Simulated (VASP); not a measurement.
Wanted: the native input for a VASP 6.6.1 run.

```
Task                   : single point
Functional             : PBE
Potentials or basis    : VASP PAW PBE potentials, release 64 (Pb_d, Cs_sv, Cl)
Cutoff                 : 520 eV
k mesh                 : 9 × 9 × 9
Occupations            : fermi-dirac, width 0.05 eV
Spin                   : no spin polarisation
Dipole correction      : no
Further INCAR settings : ALGO = Normal; EDIFF = 1e-06; NBANDS = 30
```

The structure of CsPbCl3 lies in POSCAR:

```
CsPbCl3
1.0
    5.6050000000      0.0000000000      0.0000000000
    0.0000000000      5.6050000000      0.0000000000
    0.0000000000      0.0000000000      5.6050000000
Pb Cs Cl
1 1 3
Direct
    0.5000000000      0.5000000000      0.5000000000
    0.0000000000      0.0000000000      0.0000000000
    0.5000000000      0.0000000000      0.5000000000
    0.0000000000      0.5000000000      0.5000000000
    0.5000000000      0.5000000000      0.0000000000
```

The input as run:

INCAR

```
SYSTEM = CsPbCl3
PREC     = Accurate       ! precision mode
ENCUT    = 520            ! plane-wave cutoff, eV
EDIFF    = 1E-6           ! SCF threshold, eV
ISMEAR   = -1             ! smearing method
SIGMA    = 0.05           ! smearing width, eV
LREAL    = .False.        ! projectors in reciprocal space
LASPH    = .True.         ! aspherical terms in the spheres
NELM     = 100            ! most SCF steps
ALGO     = Normal         ! electronic algorithm
ISIF     = 2              ! what is computed and relaxed
LWAVE    = .False.        ! write WAVECAR
LCHARG   = .True.         ! write CHGCAR
GGA      = PE             ! functional
LELF     = .True.         ! ELF
LVHAR    = .True.       
NBANDS   = 30             ! bands
```

KPOINTS

```
regular mesh
0
Gamma
  9 9 9
  0 0 0
```

Potentials or basis: VASP PAW PBE potentials, release 64 (Pb_d, Cs_sv, Cl).

Run with:

```sh
$ cat potpaw_PBE.64/Pb_d/POTCAR potpaw_PBE.64/Cs_sv/POTCAR potpaw_PBE.64/Cl/POTCAR > POTCAR
$ mpirun -np 1 vasp_std > vasp.out
```

It gave:

```json
{
  "Pressure": "1.7 GPa",
  "Band gap on the k mesh": "2.30 eV"
}
```

Caveat: spin-orbit coupling is left out, which moves the levels of the heavy elements; an odd mesh through Γ misses points on the zone boundary, where band edges can lie.

It took 3 min on 1 thread of Intel Xeon 8259CL, on a shared host, peak memory 0.37 GiB.
